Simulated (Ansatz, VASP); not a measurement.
## One calculation of Te, two programs

INCAR

```
  PREC = Accurate
  ENCUT = 600
  EDIFF = 1E-6
  ISMEAR = -1
  SIGMA = 0.05
  LREAL = False
  LASPH = True
  NELM = 80
  ALGO = Normal
  ISIF = 3
  LWAVE = False
  LCHARG = False
  GGA = PE
  IBRION = 2
  NSW = 60
  EDIFFG = -0.005
```

File KPOINTS:

```
regular mesh
0
Gamma
  15 15 15
```

File POSCAR:

```
Te
1.0
   -1.9354383203      1.9354383203      1.9354383203
    1.9354383203     -1.9354383203      1.9354383203
    1.9354383203      1.9354383203     -1.9354383203
Te
1
Direct
    0.0000000000      0.0000000000      0.0000000000
```

Input for Ansatz:

```yaml
crystal:
  lattice:
    - [-1.9354383203, 1.9354383203, 1.9354383203]
    - [1.9354383203, -1.9354383203, 1.9354383203]
    - [1.9354383203, 1.9354383203, -1.9354383203]
  atoms:
    - { symbol: Te, position: [0.0, 0.0, 0.0] }
kpoints:
  mp_grid: { grid: [15, 15, 15] }
scf:
  occupations: { method: fermi_dirac, width: 0.05 }
hamiltonian:
  xc: pbe
  pseudopotentials: { kind: paw }
output:
  forces: true
  stress: true
  write_density: true
  write_potential: true
  elf: true
  volumetric_format: npy
relax:
  f_tol: 0.005
  max_steps: 40
  cell: {}
```

Alike in both runs: task relaxation of cell and atoms; functional PBE; k mesh 15 × 15 × 15; occupations fermi-dirac, width 0.05 eV; no spin polarisation.

|  | VASP | Ansatz |
| --- | --- | --- |
| version | VASP 6.6.1 | Ansatz 0.2.0 |
| potentials or method | VASP PAW PBE potentials, release 64 (Te) | PAW with Ansatz's default frozen-core files, scalar-relativistic |
| plane-wave cutoff (eV) | 600 | 420 |
| valence electrons in the cell | 6 | 16 |

|  | VASP | Ansatz | Ansatz less VASP |
| --- | --- | --- | --- |
| relaxed volume (Å³/atom) | 28.53 | 28.58 | +0.050 |
| relaxed cell length with the largest relative difference (Å) | 3.334 | 3.336 | +0.0020 |

VASP's potentials hold 6 valence electrons a cell and Ansatz's 16, so a difference there can come from the potentials and not from the codes.

Spin-orbit coupling is off throughout.
